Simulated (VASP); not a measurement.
Runs of VASP 6.6.1 on SiC (Moissanite 3C). The structure is that of space group F-43m (No. 216), or close to it. The cells are those of the table. 

```tsv
level	cell	k mesh	cutoff (eV)	gap on the mesh (eV)	pressure (GPa)
PBEsol	a = 3.066, b = 3.066, c = 3.082 Å, angles 59.8, 59.8, 60.3°, 2 atoms	9 × 9 × 9	600	1.27	2.3
revPBE+D4	a = 3.066 Å, angles 60.0°, 2 atoms	10 × 10 × 10	600	(b)	-0.5
PBEsol	a = 3.082 Å, angles 60.0°, 2 atoms	8 × 8 × 8	600	1.23	0.0
BLYP+D4	a = 3.040 Å, angles 60.0°, 2 atoms	10 × 10 × 10	600	1.67	8.9
PBEsol	a = 3.040 Å, angles 60.0°, 2 atoms	10 × 10 × 10	520	1.20	10.0
PBEsol	a = 2.970 Å, angles 60.0°, 2 atoms	10 × 10 × 10	600	1.13	30.3
PBE+D3(BJ)	a = 3.019 Å, angles 60.0°, 2 atoms	10 × 10 × 10	600	1.30	(a)
PBEsol	a = 3.081 Å, angles 60.0°, 2 atoms	10 × 10 × 10	600	1.23	0.2
```

Alike in all rows: task single point; potentials or basis VASP PAW PBE potentials, release 64 (Si, C); no spin polarisation; smearing fermi-dirac 0.05 eV.

Q: Fill in the values left out.

A: (a) 13.4; (b) 1.34.

Caveats: the PAW data sets were made with another functional, which shifts forces and pressure a little (some runs).

A k mesh can miss the band edges.
